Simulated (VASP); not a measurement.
Runs of VASP 6.6.1 on HfO2. The structure is that of space group Fm-3m (No. 225), or close to it. The cells are those of the table. 

| cell | gap on the mesh (eV) | pressure (GPa) |
| --- | --- | --- |
| a = 3.424 Å, angles 60.0°, 3 atoms | (b) | 47.2 |
| a = 3.470, b = 3.470, c = 3.424 Å, angles 60.4, 60.4, 59.1°, 3 atoms | (a) | 36.3 |
| a = 3.560, b = 3.560, c = 3.514 Å, angles 60.4, 60.4, 59.2°, 3 atoms | 3.69 | 9.8 |
| a = 3.740, b = 3.740, c = 3.785 Å, angles 59.6, 59.6, 60.8°, 3 atoms | 3.25 | -25.8 |
| a = 3.560, b = 3.560, c = 3.605 Å, angles 59.6, 59.6, 60.8°, 3 atoms | 3.57 | 2.7 |

Alike in all rows: task single point; level PBE; potentials or basis VASP PAW PBE potentials, release 64 (Hf_pv, O); no spin polarisation; k mesh 8 × 8 × 8; cutoff (eV) 520; smearing gaussian 0.05 eV.

Task: Fill in the values left out.

Result: (a) 3.82; (b) 4.17.

Caveats: spin-orbit coupling is left out, which moves the levels of the heavy elements.

A k mesh can miss the band edges, and the runs leave out spin-orbit coupling on Hf.
